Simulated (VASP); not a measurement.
A run of VASP 6.6.1:

INCAR

```
SYSTEM = AlN
  PREC = Accurate
  ENCUT = 520
  EDIFF = 1E-8
  ISMEAR = 0
  SIGMA = 0.01
  LREAL = .FALSE.
  LASPH = .TRUE.
  NELM = 100
  ALGO = Normal
  ISIF = 2
  LWAVE = .FALSE.
  LCHARG = .FALSE.
  METAGGA = R2SCAN
  LMIXTAU = .TRUE.
  NBANDS = 16
  IBRION = 6
  NFREE = 2
  POTIM = 0.015
  NSW = 1
```

Contents of KPOINTS:

```
Automatic mesh
0
G
  9 9 6
  0 0 0
```

File POSCAR:

```
AlN
1.0
    3.1067211448      0.0000000000      0.0000000000
   -1.5533605724      2.6904994339      0.0000000000
    0.0000000000      0.0000000000      4.9784738546
Al N
2 2
Direct
    0.3333333333      0.6666666667     -0.0008045783
    0.6666666667      0.3333333333      0.4991954217
    0.3333333333      0.6666666667      0.3808045783
    0.6666666667      0.3333333333      0.8808045783
```

Potentials or basis: VASP PAW PBE potentials, release 64 (Al, N).

Launch:

```console
$ cat potpaw_PBE.64/Al/POTCAR potpaw_PBE.64/N/POTCAR > POTCAR
$ mpirun -np 1 vasp_std > vasp.out
```

Hardware: 1 thread of Intel(R) Xeon(R) 6975P-C (Granite Rapids), with other jobs on the host.

Problem. Estimate the wall time of this run.

Solution. It took 12 min on 1 thread of Intel(R) Xeon(R) 6975P-C (Granite Rapids), on a shared host, peak memory 0.35 GiB. Counts: scf iterations 145, k points 48.
